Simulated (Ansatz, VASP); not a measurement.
# One calculation of Zn, two programs

```xyz
1
Lattice="-1.5690 1.5690 1.5690 1.5690 -1.5690 1.5690 1.5690 1.5690 -1.5690" Properties=species:S:1:pos:R:3 pbc="T T T"
Zn    0.0000    0.0000    0.0000
```

Alike in both runs: task relaxation of cell and atoms; functional PBE-based screened hybrid; k mesh 6 × 6 × 6; occupations fermi-dirac, width 0.05 eV; no spin polarisation.

|  | VASP | Ansatz |
| --- | --- | --- |
| version | VASP 6.6.1 | Ansatz 0.2.0 |
| potentials or method | VASP PAW PBE potentials, release 64 (Zn) | Ansatz PAW |
| plane-wave cutoff (eV) | 600 | 420 |
| valence electrons in the cell | 12 | 12 |

|  | VASP | Ansatz | Ansatz less VASP |
| --- | --- | --- | --- |
| gap on the k mesh at the Fermi level, each at its own relaxed structure (eV) | none | none | - |
| relaxed volume (Å³/atom) | 15.58 | 15.56 | -0.014 |
| relaxed cell length with the largest relative difference (Å) | 2.725 | 2.724 | -0.0008 |

VASP's potentials were made for PBE, not for PBE-based screened hybrid. A gap of «none» marks a metal or a gap that the smearing closes.

The k mesh is coarse, so the values compare programs but aren't converged. Noted on Ansatz's run: the plane-wave basis is chosen anew once the cell has moved, so the energies of steps on either side of that aren't comparable.
